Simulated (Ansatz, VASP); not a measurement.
One calculation of GaO, two programs

Contents of INCAR:

```
PREC     = Accurate       # precision mode
ENCUT    = 600            # plane-wave cutoff, eV
EDIFF    = 1E-6           # SCF threshold, eV
ISMEAR   = 0              # smearing method
SIGMA    = 0.1            # smearing width, eV
LREAL    = False          # projectors in reciprocal space
LASPH    = True           # aspherical terms in the spheres
NELM     = 80             # most SCF steps
ALGO     = Normal         # electronic algorithm
ISIF     = 3              # what is computed and relaxed
LWAVE    = False          # write WAVECAR
LCHARG   = False          # write CHGCAR
GGA      = PE             # functional
IBRION   = 2              # ionic algorithm
NSW      = 90             # ionic steps
EDIFFG   = -0.04          # ionic threshold
```

The input KPOINTS:

```
regular mesh
0
Gamma
  6 6 2
```

File POSCAR:

```
GaO
1.0
    2.8810889900      0.0000000000      0.0000000000
   -1.4405445000      2.4950962600      0.0000000000
    0.0000000000      0.0000000000      7.6526044600
Ga O
2 2
Direct
    0.3333333300      0.6666666700      0.2500000000
    0.6666666700      0.3333333300      0.7500000000
    0.3333333300      0.6666666700      0.7500000000
    0.6666666700      0.3333333300      0.2500000000
```

Input for Ansatz:

```yaml
crystal:
  lattice:
    - [2.88108899, 0.0, 0.0]
    - [-1.4405445, 2.49509626, 0.0]
    - [0.0, 0.0, 7.65260446]
  atoms:
    - { symbol: Ga, position: [0.33333333, 0.66666667, 0.25] }
    - { symbol: Ga, position: [0.66666667, 0.33333333, 0.75] }
    - { symbol: O, position: [0.33333333, 0.66666667, 0.75] }
    - { symbol: O, position: [0.66666667, 0.33333333, 0.25] }
basis:
  ecutwfc: 420
kpoints:
  mp_grid: { grid: [6, 6, 2] }
hamiltonian:
  xc: pbe
scf:
  occupations: { method: gaussian, width: 0.1 }
  lower_state_search: "off"
output:
  forces: true
  stress: true
  eigenvalues: true
relax:
  adjacent_minimum: "off"
  f_tol: 0.04
  max_steps: 70
  cell: { stress_tol: 0.4 }
```

Change from the starting cell: species swapped into the BN type (P6_3/mmc, No. 194).

Alike in both runs: task relaxation of cell and atoms; functional PBE; k mesh 6 × 6 × 2; occupations gaussian, width 0.1 eV; no spin polarisation.

|  | VASP | Ansatz |
| --- | --- | --- |
| version | VASP 6.6.1 | Ansatz 0.2.0 |
| potentials or method | VASP PAW PBE potentials, release 64 (Ga_d, O), cutoff 600 eV | scalar-relativistic, plane waves, PAW |
| valence electrons in the cell | 38 | 38 |

```tsv
	VASP	Ansatz	Ansatz less VASP
gap on the k mesh at the Fermi level, each at its own relaxed structure (eV)	none	none	-
relaxed volume (Å³/atom)	16.88	17.30	+0.419
relaxed cell length with the largest relative difference (Å)	6.611	6.781	+0.1694
```

A gap of «none» marks a metal or a gap that the smearing closes.

The k mesh is coarse, so the values compare programs but aren't converged. Noted on VASP's run: the volume moved by over 15 % at a fixed basis, so the end points are rough.
